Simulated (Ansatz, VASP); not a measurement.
Ti: VASP beside Ansatz

The input INCAR:

```
SYSTEM = Ti
AGGAC    = 1.0          
AGGAX    = 1.0          
ALDAC    = 0.0          
ALDAX    = 1.0          
ALGO     = Normal         ! electronic algorithm
EDIFF    = 1E-6           ! SCF threshold, eV
ENCUT    = 520            ! plane-wave cutoff, eV
GGA      = B5             ! functional
ISIF     = 2              ! what is computed and relaxed
ISMEAR   = -1             ! smearing method
LASPH    = .TRUE.         ! aspherical terms in the spheres
LCHARG   = .FALSE.        ! write CHGCAR
LREAL    = .FALSE.        ! projectors in reciprocal space
LWAVE    = .FALSE.        ! write WAVECAR
NBANDS   = 32             ! bands
NELM     = 80             ! most SCF steps
PREC     = Accurate       ! precision mode
SIGMA    = 0.1            ! smearing width, eV
```

File KPOINTS:

```
k-points
0
G
  14 14 4
  0 0 0
```

POSCAR

```
Ti
1.0
    2.9563457804      0.0000000000      0.0000000000
   -1.4781728902      2.5602705482      0.0000000000
    0.0000000000      0.0000000000      9.4592196076
Ti
4
Direct
    1.0000000000      0.0000000000      0.0000000000
    1.0000000000      1.0000000000      0.5000000000
    0.3333333333      0.6666666667      0.2500000000
    0.6666666667      0.3333333333      0.7500000000
```

Input for Ansatz:

```yaml
crystal:
  lattice:
    - [2.9563457804, 0.0, 0.0]
    - [-1.4781728902, 2.5602705482, 0.0]
    - [0.0, 0.0, 9.4592196076]
  atoms:
    - { symbol: Ti, position: [1.0, 0.0, 0.0] }
    - { symbol: Ti, position: [1.0, 1.0, 0.5] }
    - { symbol: Ti, position: [0.3333333333, 0.6666666667, 0.25] }
    - { symbol: Ti, position: [0.6666666667, 0.3333333333, 0.75] }
hamiltonian:
  xc: blyp
  pseudopotentials:
    kind: paw
    azcp:
      Ti: "pseudopotentials/Ti.paw.azcp"
basis:
  ecutwfc: 420
  fft_grid_basis: typed
kpoints:
  mp_grid: { grid: [14, 14, 4], shift: [0, 0, 0] }
magnetization:
  spin_polarized: false
scf:
  occupations: { method: fermi_dirac, width: 0.1 }
  lower_state_search: "off"
output:
  stress: true
```

Alike in both runs: task single point; functional BLYP; k mesh 14 × 14 × 4; occupations fermi-dirac, width 0.1 eV; no spin polarisation.

```csv
,VASP,Ansatz
version,VASP 6.6.1,Ansatz 0.2.0
potentials or method,"VASP PAW PBE potentials, release 64 (Ti_sv), cutoff 520 eV","plane waves (420 eV) with PAW, scalar-relativistic"
valence electrons in the cell,48,48
```

|  | VASP | Ansatz | Ansatz less VASP |
| --- | --- | --- | --- |
| pressure (GPa) | 0.0 | 0.0 | +0.03 |

VASP's potentials were made for PBE, not for BLYP.
